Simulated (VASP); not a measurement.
# KC: single point with LDA

KC:

```
K C
1.0
     3.78174   -2.18230    0.00000
     3.78174    2.18230    0.00000
    -2.52741    0.00000    7.13078
K C
2 2
Direct
  0.75572 0.75572 0.24975
  0.24428 0.24428 0.75025
  0.00000 0.00000 0.00000
  0.50000 0.50000 0.50000
```

| Item | Value |
| --- | --- |
| Program | VASP 6.6.1 |
| Task | single point |
| Functional | LDA |
| Potentials or basis | VASP PAW LDA potentials, release 64 (K_sv, C) |
| Cutoff | 520 eV |
| k mesh | 4 × 4 × 2, shifted |
| Occupations | methfessel-paxton, width 0.01 eV |
| Spin | no spin polarisation |

| Quantity | Value |
| --- | --- |
| Pressure | -3.4 GPa |
| Largest force | 0.041 eV/Å |
| Band gap on the k mesh | zero (bands 13 and 14 overlap by 0.26 eV) |

Forces in eV/Å, atoms in the order of the input:
```
K   -0.041  0.000 -0.006
K    0.041  0.000  0.006
C    0.000  0.000  0.000
C    0.000  0.000  0.000
```

Stress tensor (GPa, compression positive):
```
-3.58  0.00  0.24
 0.00 -3.28  0.00
 0.24  0.00 -3.45
```

Levels at points of the mesh, in eV from the Fermi level:
```csv
k point,band 10,band 11,band 12,band 13,band 14,band 15,band 16,band 17
"(0.12, 0.12, 0.25)",-7.95,-0.79,-0.20,0.07,0.20,0.35,0.36,4.40
```

It took 38 s on 1 thread of Intel Xeon 8259CL, on a shared host, peak memory 0.2 GiB.

Caveat: the k points lie up to 0.44 Å⁻¹ apart.
